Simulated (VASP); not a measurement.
# MgO3 (Im-3m) in VASP: further runs

The runs below take MgO3 through single point, with PBE.

Everything below comes from runs of VASP 6.6.1. Logs are shortened: lines on timing, memory, paths and dates and some standing lists are left out, and cuts for length are marked.

### Step 1. The cell of the first run

It takes space group Im-3m (No. 229, cubic). Conventional cell: a = 4.609 Å, b = 4.609 Å, c = 4.609 Å, α = 90.00°, β = 90.00°, γ = 90.00°. Within 3.0 Å of Mg (site symmetry m-3m) lie 6 O at 2.30 Å. Within 3.0 Å of O (site symmetry 4/mmm) lie 2 Mg at 2.30 Å and 4 O at 2.30 Å.

### Step 2. Single point, PBE

INCAR reads:

```
PREC = Accurate ; ENCUT = 520
EDIFF = 1E-7 ; ISMEAR = 0
SIGMA = 0.1 ; LREAL = F
LASPH = T ; NELM = 60
ALGO = Normal ; ISIF = 2
LWAVE = F ; LCHARG = F
GGA = PE ; NBANDS = 18
```

KPOINTS reads:

```
regular mesh
0
Gamma
  6 6 6
```

POSCAR reads:

```
MgO3
1.0
   -2.3044918200      2.3044918200      2.3044918200
    2.3044918200     -2.3044918200      2.3044918200
    2.3044918200      2.3044918200     -2.3044918200
Mg O
1 3
Direct
    0.0000000000      0.0000000000      0.0000000000
    0.0000000000      0.5000000000      0.5000000000
    0.5000000000      0.0000000000      0.5000000000
    0.5000000000      0.5000000000      0.0000000000
```

Potentials or basis: VASP PAW PBE potentials, release 64 (Mg, O).

On the command line:

```sh
$ cat potpaw_PBE.64/Mg/POTCAR potpaw_PBE.64/O/POTCAR > POTCAR
$ mpirun -np 1 vasp_std > vasp.out
```

OUTCAR:

```text
PREC = Accurate
   ENCUT = 520
   EDIFF = 1E-7
   ISMEAR = 0
   LREAL = F
   LASPH = T
   NELM = 60
   ISIF = 2
   GGA = PE

 ion  position               nearest neighbor table
   1  0.000  0.000  0.000-   2 2.30   3 2.30   4 2.30   2 2.30   3 2.30   4 2.30
   2  0.000  0.500  0.500-   1 2.30   1 2.30
   3  0.500  0.000  0.500-   1 2.30   1 2.30
   4  0.500  0.500  0.000-   1 2.30   1 2.30

  LATTYP: Found a body centered cubic cell.
 ALAT       =     4.6089836400

  Lattice vectors:

 A1 = (  -2.3044918200,   2.3044918200,   2.3044918200)
 A2 = (   2.3044918200,  -2.3044918200,   2.3044918200)
 A3 = (   2.3044918200,   2.3044918200,  -2.3044918200)

Analysis of symmetry for initial positions (statically):
=====================================================================
 Subroutine PRICEL returns:
 Original cell was already a primitive cell.

 Routine SETGRP: Setting up the symmetry group for a
 body centered cubic supercell.

 Subroutine GETGRP returns: Found 48 space group operations
 (whereof 48 operations were pure point group operations)
 out of a pool of 48 trial point group operations.

The static configuration has the point symmetry O_h .

Analysis of symmetry for dynamics (positions and initial velocities):
=====================================================================
 Subroutine PRICEL returns:
 Original cell was already a primitive cell.

 Routine SETGRP: Setting up the symmetry group for a
 body centered cubic supercell.

 Subroutine GETGRP returns: Found 48 space group operations
 (whereof 48 operations were pure point group operations)
 out of a pool of 48 trial point group operations.

The dynamic configuration has the point symmetry O_h .

 Subroutine INISYM returns: Found 48 space group operations
 (whereof 48 operations are pure point group operations),
 and found     1 'primitive' translations

----------------------------------------------------------------------------------------

                                     Primitive cell

  volume of cell :      48.9537

  direct lattice vectors                    reciprocal lattice vectors
    -2.304491820  2.304491820  2.304491820     0.000000000  0.216967574  0.216967574
     2.304491820 -2.304491820  2.304491820     0.216967574  0.000000000  0.216967574
     2.304491820  2.304491820 -2.304491820     0.216967574  0.216967574  0.000000000

  length of vectors
     3.991496918  3.991496918  3.991496918     0.306838486  0.306838486  0.306838486

  position of ions in fractional coordinates (direct lattice)
     0.000000000  0.000000000  0.000000000
     0.000000000  0.500000000  0.500000000
     0.500000000  0.000000000  0.500000000
     0.500000000  0.500000000  0.000000000

  ion indices of the primitive-cell ions
   primitive index   ion index
                 1           1
                 2           2
                 3           3
                 4           4

----------------------------------------------------------------------------------------

 KPOINTS: regular mesh

Automatic generation of k-mesh.
 Grid dimensions read from file:
 generate k-points for:    6    6    6

 Generating k-lattice:

  Cartesian coordinates                     Fractional coordinates (reciprocal lattice)
     0.000000000  0.036161262  0.036161262     0.166666667  0.000000000  0.000000000
     0.036161262  0.000000000  0.036161262     0.000000000  0.166666667  0.000000000
     0.036161262  0.036161262  0.000000000     0.000000000  0.000000000  0.166666667

  Length of vectors
     0.051139748  0.051139748  0.051139748

  Shift w.r.t. Gamma in fractional coordinates (k-lattice)
     0.000000000  0.000000000  0.000000000

 Subroutine IBZKPT returns following result:
 ===========================================

 Found     16 irreducible k-points:

 Following reciprocal coordinates:
            Coordinates               Weight
  0.000000  0.000000  0.000000      1.000000
  0.166667  0.000000  0.000000     12.000000
  0.333333  0.000000  0.000000     12.000000
  0.500000  0.000000  0.000000      6.000000
  0.166667  0.166667  0.000000     24.000000
  0.333333  0.166667  0.000000     48.000000
[... 8 lines left out ...]
  0.500000  0.500000  0.333333     12.000000
  0.500000  0.500000  0.500000      1.000000
   k-points           NKPTS =     16   k-points in BZ     NKDIM =     16   number of bands    NBANDS=     18
   number of dos      NEDOS =    301   number of ions     NIONS =      4
   total plane-waves  NPLWV =  27000
   dimension x,y,z NGX =    30 NGY =   30 NGZ =   30
   dimension x,y,z NGXF=    60 NGYF=   60 NGZF=   60
   ions per type =               1   3
   NGX,Y,Z   is equivalent  to a cutoff of  12.50, 12.50, 12.50 a.u.
   NGXF,Y,Z  is equivalent  to a cutoff of  24.99, 24.99, 24.99 a.u.
 SYSTEM =  unknown system
   PREC   = accura    normal or accurate (medium, high low for compatibility)
   ISTART =      0    job   : 0-new  1-cont  2-samecut
   ICHARG =      2    charge: 1-file 2-atom 10-const
   ISPIN  =      1    spin polarized calculation?
   LNONCOLLINEAR =      F non collinear calculations
   LSORBIT =      F    spin-orbit coupling
   LASPH  =      T    aspherical Exc in radial PAW
   ENCUT  =  520.0 eV  38.22 Ry    6.18 a.u.   7.42  7.42  7.42*2*pi/ulx,y,z
   NELM   =     60;   NELMIN=  2; NELMDL= -5     # of ELM steps
   EDIFF  = 0.1E-06   stopping-criterion for ELM
   LREAL  =      F    real-space projection
   EDIFFG = 0.1E-05   stopping-criterion for IOM
   NSW    =      0    number of steps for IOM
   IBRION =     -1    ionic relax: 0-MD 1-quasi-New 2-CG
   NFREE  =      0    steps in history (QN), initial steepest desc. (CG)
   ISIF   =      2    stress and relaxation
   ISYM   =      2    0-nonsym 1-usesym 2-fastsym
   POTIM  = 0.5000    time-step for ionic-motion
   TEBEG  =    0.0;   TEEND  =   0.0 temperature during run
   PSTRESS=    0.0 pullay stress
   NELECT =      20.0000    total number of electrons
   NUPDOWN=      -1.0000    fix difference up-down
   EMIN   =  10.00;   EMAX   =-10.00  energy-range for DOS
   EFERMI =   0.00;   METHOD = LEGACY
   ISMEAR =     0;   SIGMA  =   0.10  broadening in eV -4-tet -1-fermi 0-gaus
   EFERMI_NEDOS =   21; number of points for ismear=-14 and -15
   IALGO  =     38    algorithm
   IMIX   =      4    mixing-type and parameters
     AMIX     =   0.40;   BMIX     =  1.00
     AMIX_MAG =   1.60;   BMIX_MAG =  1.00
  volume/ion in A,a.u.               =      12.24        82.59
  Fermi-wavevector in a.u.,A,eV,Ry     =   1.214758  2.295559 20.077250  1.475636
  Thomas-Fermi vector in A             =   2.350167
   LORBIT       =      0    0 simple, 1 ext, 2 COOP (PROOUT), +10 PAW based schemes
   GGA     = PE    functional components
   LHFCALC =     F    Hartree Fock is set to
   AEXX    =    0.0000 exact exchange contribution
   IVDW    =     0    specifies the selected vdW correction
   LEPSILON=     F    determine dielectric tensor
   LRPA    =     F    only Hartree local field effects (RPA)
 non-spin polarized calculation
 Gauss-broadening in eV      SIGMA  =   0.10
  energy-cutoff  :      520.00
  volume of cell :       48.95
 maximum number of plane-waves:      1334
 NGX is ok and might be reduce to    30
   NGX = 15   NGY = 15   NGZ = 15

 number of electron      20.0000016 magnetization

 Free energy of the ion-electron system (eV)
  ---------------------------------------------------
  ext. energy  EPLUGINS =         0.00000000
  ---------------------------------------------------
  free energy    TOTEN  =       -17.44352757 eV

  energy without entropy =      -17.40454461  energy(sigma->0) =      -17.42403609

 E-fermi :   0.2817     XC(G=0):  -9.6872

 val. band max:        0.2816615597   @ k =  -0.1667   0.1667   0.1667
 cond. band min:       0.3124396008   @ k =  -0.3333   0.5000   0.1667
 fundamental gap:      0.0307780411
 Fermi energy:         0.2817301640

 k-point     1 :       0.0000    0.0000    0.0000
  band No.  band energies     occupation
      1     -17.7135      2.00000
      2     -15.1705      2.00000
      3     -15.1705      2.00000
      4      -2.9975      2.00000
      5      -2.9975      2.00000
      6      -2.9975      2.00000
[... 10 lines left out ...]
     17      15.4614      0.00000
     18      15.4614      0.00000

 k-point     2 :       0.1667    0.0000    0.0000
  band No.  band energies     occupation
      1     -17.5643      2.00000
      2     -15.3396      2.00000
      3     -15.2069      2.00000
      4      -3.0702      2.00000
      5      -2.7987      2.00000
      6      -2.7113      2.00000
[... 10 lines left out ...]
     17      14.6955      0.00000
     18      15.1241      0.00000

 k-point     3 :       0.3333    0.0000    0.0000
  band No.  band energies     occupation
      1     -17.1648      2.00000
      2     -15.7766      2.00000
      3     -15.2767      2.00000
      4      -3.2101      2.00000
      5      -2.7789      2.00000
      6      -1.9756      2.00000
[... 10 lines left out ...]
     17      13.4547      0.00000
     18      15.6731      0.00000

 k-point     4 :       0.5000    0.0000    0.0000
  band No.  band energies     occupation
      1     -16.8041      2.00000
      2     -16.1560      2.00000
      3     -15.3107      2.00000
      4      -3.2775      2.00000
      5      -3.0272      2.00000
      6      -1.7943      2.00000
[... 207 lines left out ...]
      4      -3.8319      2.00000
      5      -3.8319      2.00000
      6      -3.2093      2.00000
[... 10 lines left out ...]
     17      13.9605      0.00000
     18      17.1095      0.00000

 k-point    15 :       0.5000    0.5000    0.3333
  band No.  band energies     occupation
      1     -16.6525      2.00000
      2     -16.5140      2.00000
      3     -14.8694      2.00000
      4      -3.9833      2.00000
      5      -3.8676      2.00000
      6      -3.7343      2.00000
[... 10 lines left out ...]
     17      14.9973      0.00000
     18      16.8165      0.00000

 k-point    16 :       0.5000    0.5000    0.5000
  band No.  band energies     occupation
      1     -16.5998      2.00000
      2     -16.5998      2.00000
      3     -14.7522      2.00000
      4      -4.1480      2.00000
      5      -4.1480      2.00000
      6      -4.1480      2.00000
[... 10 lines left out ...]
     17      16.4171      0.00000
     18      16.4171      0.00000

------------------------ aborting loop because EDIFF is reached ----------------------------------------

  FORCE on cell =-STRESS in cart. coord.  units (eV):
  Direction    XX          YY          ZZ          XY          YZ          ZX
  --------------------------------------------------------------------------------------
  -------------------------------------------------------------------------------------
  Total       -6.8484666     -6.8484666     -6.8484666     -0.0000000     -0.0000000      0.0000000
  in kB     -224.1395110   -224.1395110   -224.1395110     -0.0000000     -0.0000000      0.0000000
  external PRESSURE =    -224.1395110 kB  Pullay stress =       0.0000000 kB

 VOLUME and BASIS-vectors are now :
 -----------------------------------------------------------------------------
  energy-cutoff  :      520.00
  volume of cell :       48.95
      direct lattice vectors                 reciprocal lattice vectors
    -2.304491820  2.304491820  2.304491820     0.000000000  0.216967574  0.216967574
     2.304491820 -2.304491820  2.304491820     0.216967574  0.000000000  0.216967574
     2.304491820  2.304491820 -2.304491820     0.216967574  0.216967574  0.000000000

 POSITION                                       TOTAL-FORCE (eV/Angst)
 -----------------------------------------------------------------------------------
      0.00000      0.00000      0.00000         0.000000      0.000000     -0.000000
      2.30449      0.00000      0.00000         0.000000      0.000000     -0.000000
      0.00000      2.30449      0.00000        -0.000000     -0.000000      0.000000
      0.00000      0.00000      2.30449         0.000000     -0.000000     -0.000000
 -----------------------------------------------------------------------------------
    total drift:                                0.000000     -0.000000      0.000000

  FREE ENERGIE OF THE ION-ELECTRON SYSTEM (eV)
  ---------------------------------------------------
  free  energy   TOTEN  =       -17.4435275692 eV

  energy  without entropy=      -17.4045446103  energy(sigma->0) =      -17.42403609
```

It took 14 s on 1 thread of Intel Xeon Platinum 8488C (Sapphire Rapids), shared host; peak memory 0.17 GiB.

Results:

```
Free energy            : -17.4435 eV
Pressure               : -22.4 GPa
Band gap on the k mesh : zero (band 10 reaches 1.59 eV, above the bottom of band 11 at -0.61 eV)
```

Levels at points of the mesh, in eV from the Fermi level:
| k point | band 7 | band 8 | band 9 | band 10 | band 11 | band 12 | band 13 | band 14 |
| --- | --- | --- | --- | --- | --- | --- | --- | --- |
| (0.00, 0.00, 0.00) | -1.85 | -1.85 | -1.85 | 1.25 | 1.25 | 1.25 | 4.59 | 10.72 |
| (0.50, 0.00, 0.00) | -1.69 | -1.41 | -1.18 | -1.17 | -0.65 | 1.26 | 8.31 | 9.20 |
| (0.50, 0.50, 0.50) | -1.25 | -1.25 | -1.25 | 1.31 | 1.31 | 1.31 | 6.74 | 12.03 |

### Step 3. Single point, PBE, collinear spin, ferromagnetic start

This run uses another cell than the first one, of 9.14 Å³/atom, 0.746 times its volume.

INCAR reads:

```
  PREC = Accurate
  ENCUT = 520
  EDIFF = 1E-6
  ISMEAR = 0
  SIGMA = 0.1
  LREAL = F
  LASPH = T
  NELM = 150
  ALGO = Normal
  ISIF = 2
  LWAVE = F
  LCHARG = F
  ISPIN = 2
  MAGMOM = 0 1 1 1
  LORBIT = 11
  GGA = PE
  NBANDS = 22
```

KPOINTS is that of step 2.

POSCAR reads:

```
MgO3
1.0
   -2.0904853695      2.0904853695      2.0904853695
    2.0904853695     -2.0904853695      2.0904853695
    2.0904853695      2.0904853695     -2.0904853695
Mg O
1 3
Direct
    0.0000000000      0.0000000000      0.0000000000
    0.0000000000      0.5000000000      0.5000000000
    0.5000000000      0.0000000000      0.5000000000
    0.5000000000      0.5000000000      0.0000000000
```

Potentials or basis: VASP PAW PBE potentials, release 64 (Mg, O).

On the command line:

```sh
$ cat potpaw_PBE.64/Mg/POTCAR potpaw_PBE.64/O/POTCAR > POTCAR
$ mpirun -np 1 vasp_std > vasp.out
```

OUTCAR:

```text
PREC = Accurate
   ENCUT = 520
   EDIFF = 1E-6
   ISMEAR = 0
   LREAL = F
   LASPH = T
   NELM = 150
   ISIF = 2
   ISPIN = 2
   LORBIT = 11
   GGA = PE

 ion  position               nearest neighbor table
   1  0.000  0.000  0.000-   2 2.09   3 2.09   4 2.09   2 2.09   3 2.09   4 2.09
   2  0.000  0.500  0.500-   1 2.09   1 2.09
   3  0.500  0.000  0.500-   1 2.09   1 2.09
   4  0.500  0.500  0.000-   1 2.09   1 2.09

  LATTYP: Found a body centered cubic cell.
 ALAT       =     4.1809707390

  Lattice vectors:

 A1 = (  -2.0904853695,   2.0904853695,   2.0904853695)
 A2 = (   2.0904853695,  -2.0904853695,   2.0904853695)
 A3 = (   2.0904853695,   2.0904853695,  -2.0904853695)

Analysis of symmetry for initial positions (statically):
=====================================================================
 Subroutine PRICEL returns:
 Original cell was already a primitive cell.

 Routine SETGRP: Setting up the symmetry group for a
 body centered cubic supercell.

 Subroutine GETGRP returns: Found 48 space group operations
 (whereof 48 operations were pure point group operations)
 out of a pool of 48 trial point group operations.

The static configuration has the point symmetry O_h .

Analysis of symmetry for dynamics (positions and initial velocities):
=====================================================================
 Subroutine PRICEL returns:
 Original cell was already a primitive cell.

 Routine SETGRP: Setting up the symmetry group for a
 body centered cubic supercell.

 Subroutine GETGRP returns: Found 48 space group operations
 (whereof 48 operations were pure point group operations)
 out of a pool of 48 trial point group operations.

The dynamic configuration has the point symmetry O_h .

[... 150 lines left out ...]
  ---------------------------------------------------
  free energy    TOTEN  =       -18.66941310 eV

  energy without entropy =      -18.66909868  energy(sigma->0) =      -18.66925589

 E-fermi :   2.8206     XC(G=0): -11.1030

 val. band max:        2.6597436038   @ k =   0.3333   0.0000   0.0000
 cond. band min:       2.9615517913   @ k =   0.1667   0.1667   0.1667
 fundamental gap:      0.3018081874
 Fermi energy:         2.8205776895

 spin component 1

 k-point     1 :       0.0000    0.0000    0.0000
  band No.  band energies     occupation
      1     -17.4998      1.00000
      2     -13.1353      1.00000
      3     -13.1353      1.00000
      4      -2.2775      1.00000
      5      -2.2775      1.00000
      6      -2.2775      1.00000
[... 389 lines left out ...]
     21      23.8482      0.00000
     22      24.4423      0.00000
 Fermi energy:         2.8205776895

 spin component 2

 k-point     1 :       0.0000    0.0000    0.0000
  band No.  band energies     occupation
      1     -16.9964      1.00000
      2     -12.5285      1.00000
      3     -12.5285      1.00000
      4      -1.6416      1.00000
      5      -1.6416      1.00000
      6      -1.6416      1.00000
[... 389 lines left out ...]
     21      24.0627      0.00000
     22      24.4538      0.00000

------------------------ aborting loop because EDIFF is reached ----------------------------------------

  FORCE on cell =-STRESS in cart. coord.  units (eV):
  Direction    XX          YY          ZZ          XY          YZ          ZX
  --------------------------------------------------------------------------------------
  -------------------------------------------------------------------------------------
  Total       -0.1491650     -0.1491650     -0.1491650      0.0000000      0.0000000     -0.0000000
  in kB       -6.5399767     -6.5399767     -6.5399767      0.0000000      0.0000000     -0.0000000
  external PRESSURE =      -6.5399767 kB  Pullay stress =       0.0000000 kB

 VOLUME and BASIS-vectors are now :
 -----------------------------------------------------------------------------
  energy-cutoff  :      520.00
  volume of cell :       36.54
      direct lattice vectors                 reciprocal lattice vectors
    -2.090485370  2.090485370  2.090485370     0.000000000  0.239178904  0.239178904
     2.090485370 -2.090485370  2.090485370     0.239178904  0.000000000  0.239178904
     2.090485370  2.090485370 -2.090485370     0.239178904  0.239178904  0.000000000

 POSITION                                       TOTAL-FORCE (eV/Angst)
 -----------------------------------------------------------------------------------
      0.00000      0.00000      0.00000         0.000000     -0.000000      0.000000
      2.09049      0.00000      0.00000        -0.000000      0.000000      0.000000
      0.00000      2.09049      0.00000         0.000000     -0.000000      0.000000
      0.00000      0.00000      2.09049         0.000000     -0.000000     -0.000000
 -----------------------------------------------------------------------------------
    total drift:                                0.000000      0.000000     -0.000000

  FREE ENERGIE OF THE ION-ELECTRON SYSTEM (eV)
  ---------------------------------------------------
  free  energy   TOTEN  =       -18.6694131038 eV

  energy  without entropy=      -18.6690986822  energy(sigma->0) =      -18.66925589

 total charge

# of ion       s       p       d       tot
------------------------------------------
    1        0.133   0.155   0.069   0.357
    2        1.622   3.160   0.000   4.782
    3        1.622   3.160   0.000   4.782
    4        1.622   3.160   0.000   4.782
--------------------------------------------------
tot          5.001   9.634   0.069  14.704

 magnetization (x)

# of ion       s       p       d       tot
------------------------------------------
    1       -0.002  -0.001  -0.001  -0.004
    2        0.010   0.282   0.000   0.292
    3        0.010   0.282   0.000   0.292
    4        0.010   0.282   0.000   0.292
--------------------------------------------------
tot          0.028   0.845  -0.001   0.872
```

It took 30 s on 1 thread of Intel Xeon Platinum 8488C (Sapphire Rapids), shared host; peak memory 0.17 GiB.

Results:

* Free energy: -18.6694 eV
* Pressure: -0.7 GPa
* Net moment: 1.00 μB per cell
* Site moments: Mg -0.00; O +0.29 μB
* Valence electrons inside the program's atomic spheres: Mg 0.36; O 4.78
